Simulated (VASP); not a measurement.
Write the native input for VASP 6.6.1 that does the following.

| Quantity | Value |
| --- | --- |
| Task | single point |
| Functional | PBE |
| Potentials or basis | VASP PAW PBE potentials, release 64 (W_sv, Si) |
| Cutoff | 520 eV |
| k mesh | 7 × 7 × 4 |
| Occupations | fermi-dirac, width 0.05 eV |
| Spin | no spin polarisation |
| Dipole correction | no |
| Further INCAR settings | ALGO = Normal; EDIFF = 1e-06; NBANDS = 43 |

The structure of Si2W lies in POSCAR:

```
Si2W
1.0
    4.6144845822      0.0000000000      0.0000000000
   -2.3072422911      3.9962608735      0.0000000000
    0.0000000000      0.0000000000      6.6452666226
W Si
3 6
Direct
    0.5000000000      0.0000000000      0.5000000000
    0.5000000000      0.5000000000      0.8333333333
    0.0000000000      0.5000000000      0.1666666667
    0.3272794127      0.1636397063      0.1666666667
    0.8363602937      0.1636397063      0.8333333333
    0.1636397063      0.3272794127      0.5000000000
    0.6727205873      0.8363602937      0.1666666667
    0.1636397063      0.8363602937      0.8333333333
    0.8363602937      0.6727205873      0.5000000000
```

One way to write it, as run:

INCAR

```
SYSTEM = Si2W
PREC = Accurate ; ENCUT = 520
EDIFF = 1E-6 ; ISMEAR = -1
SIGMA = 0.05 ; LREAL = .False.
LASPH = .True. ; NELM = 80
ALGO = Normal ; ISIF = 2
LWAVE = .False. ; LCHARG = .False.
GGA = PE ; NBANDS = 43
```

KPOINTS

```
Automatic mesh
0
Gamma
  7 7 4
  0 0 0
```

Potentials or basis: VASP PAW PBE potentials, release 64 (W_sv, Si).

Command:

```bash
$ cat potpaw_PBE.64/W_sv/POTCAR potpaw_PBE.64/Si/POTCAR > POTCAR
$ mpirun -np 1 vasp_std > vasp.out
```

It gave:

The pressure is 0.1 GPa. The largest force is 0.005 eV/Å and the band gap on the k mesh is 0.22 eV, indirect (least direct gap 0.68 eV).

Caveat: spin-orbit coupling is left out, which moves the levels of the heavy elements.

It took 3.6 min on 1 thread of AMD EPYC 7R43 64-Core Processor (Zen 3) (shared host), peak memory 0.25 GiB.
